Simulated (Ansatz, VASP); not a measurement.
## Two plane-wave programs on CdS

The input POSCAR:

```
CdS
1.0
    0.0000000000      2.9392148419      2.9392148419
    2.9392148419      0.0000000000      2.9392148419
    2.9392148419      2.9392148419      0.0000000000
Cd S
1 1
Direct
    0.0000000000      0.0000000000      0.0000000000
    0.2500000000      0.2500000000      0.2500000000
```

The input INCAR.step1:

```
SYSTEM = CdS
PREC = Accurate
ENCUT = 550
ISMEAR = 0
SIGMA = 0.01
LREAL = .False.
LASPH = .True.
NELM = 120
NBANDS = 16
GGA = PE
ALGO = Normal
EDIFF = 1E-5
LWAVE = .True.
LCHARG = .False.
GGA_COMPAT = .False.
```

The input INCAR.step2:

```
SYSTEM = CdS
PREC = Accurate
ENCUT = 550
EDIFF = 1E-6
ISMEAR = 0
SIGMA = 0.01
LREAL = .False.
LASPH = .True.
NELM = 120
ALGO = Normal
ISIF = 2
LWAVE = .False.
LCHARG = .False.
METAGGA = R2SCAN
LMIXTAU = .True.
NBANDS = 16
ISTART = 1
GGA_COMPAT = .False.
```

File KPOINTS:

```
Automatic mesh
0
Gamma
  6 6 6
  0 0 0
```

Input for Ansatz:

```yaml
crystal:
  lattice:
    - [0.0, 2.9392148419, 2.9392148419]
    - [2.9392148419, 0.0, 2.9392148419]
    - [2.9392148419, 2.9392148419, 0.0]
  atoms:
    - { symbol: Cd, position: [0.0, 0.0, 0.0] }
    - { symbol: S, position: [0.25, 0.25, 0.25] }
kpoints:
  mp_grid: { grid: [6, 6, 6] }
hamiltonian:
  xc: r2scan
scf:
  occupations: { method: fixed }
  n_extra_bands: 4
output:
  forces: true
  stress: true
  eigenvalues: true
```

Alike in both runs: task single point; functional r2SCAN; k mesh 6 × 6 × 6; no spin polarisation.

```csv
,VASP,Ansatz
version,VASP 6.6.1,Ansatz 0.2.0
potentials or method,"VASP PAW PBE potentials, release 64 (Cd, S)","plane waves, PAW"
plane-wave cutoff (eV),550,500
occupations,"gaussian, width 0.01 eV",fixed
valence electrons in the cell,18,26
```

|  | VASP | Ansatz | Ansatz less VASP |
| --- | --- | --- | --- |
| gap on the k mesh at the Fermi level (eV) | 1.54 | 1.54 | +0.004 |
| pressure (GPa) | 0.3 | 0.0 | -0.29 |

VASP's potentials were made for PBE, not for r2SCAN. VASP's potentials hold 18 valence electrons a cell and Ansatz's 26, so a difference there can come from the potentials and not from the codes.
